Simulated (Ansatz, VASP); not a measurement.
Two plane-wave programs on Hf

```
Hf
1.0
     0.00000    2.31794    1.96195
     2.25995    0.00000    1.96195
     2.25995    2.31794    0.00000
Hf
1
Direct
  0.00000 0.00000 0.00000
```

Change from the starting cell: strain +e along x and -e along y -0.0133, strain +e along z and -e/2 along x and y -0.1000.

Alike in both runs: task single point; functional LDA; k mesh 18 × 18 × 18; occupations gaussian, width 0.15 eV; no spin polarisation.

```csv
,VASP,Ansatz
version,VASP 6.6.1,Ansatz 0.2.0
potentials or method,"VASP PAW LDA potentials, release 64 (Hf_pv), cutoff 520 eV","scalar-relativistic, plane waves, PAW"
valence electrons in the cell,10,26
```

```tsv
	VASP	Ansatz	Ansatz less VASP
gap on the k mesh at the Fermi level (eV)	none	none	-
pressure (GPa)	0.6	0.6	-0.06
traceless stress, the component that is largest in VASP (GPa)	3.12	3.06	-0.058
```

LDA's correlation is that of Perdew and Zunger in VASP and of Perdew and Wang (1992) in Ansatz. A gap of «none» marks a metal or a gap that the smearing closes. VASP's potentials hold 10 valence electrons a cell and Ansatz's 26, so a difference there can come from the potentials and not from the codes.

Neither program's run includes spin-orbit coupling.
